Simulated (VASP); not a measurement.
# Re: single point with PBE

Re:

```xyz
4
Lattice="2.7664 0.0000 0.0000 -1.3832 2.3958 0.0000 0.0000 0.0000 8.9388" Properties=species:S:1:pos:R:3 pbc="T T T"
Re    1.3832    0.7986    6.7041
Re    0.0000    0.0000    4.4694
Re    0.0000    1.5972    2.2347
Re    0.0000    0.0000    0.0000
```

```
Program             : VASP 6.6.1
Task                : single point
Functional          : PBE
Potentials or basis : VASP PAW PBE potentials, release 64 (Re)
Cutoff              : 520 eV
k mesh              : 11 × 11 × 3
Occupations         : fermi-dirac, width 0.05 eV
Spin                : no spin polarisation
```

```yaml
Pressure: 2.9 GPa
Band_gap_on_the_k_mesh: zero (band 14 reaches 8.99 eV, above the bottom of band 15 at 6.59 eV)
```

Stress tensor (GPa, compression positive):
```
2.74 0.00 0.00
0.00 2.74 0.00
0.00 0.00 3.14
```

Levels at points of the mesh, in eV from the Fermi level:
```csv
k point,band 11,band 12,band 13,band 14,band 15,band 16,band 17,band 18
"(0.00, 0.00, 0.00)",-1.62,-1.21,-1.21,-1.10,-1.10,0.50,0.64,0.64
```

Wall time 46 s on 1 thread of Intel(R) Xeon(R) 6975P-C (Granite Rapids), with other jobs on the host, peak memory 0.2 GiB.

Caveat: spin-orbit coupling is left out, which moves the levels of the heavy elements.
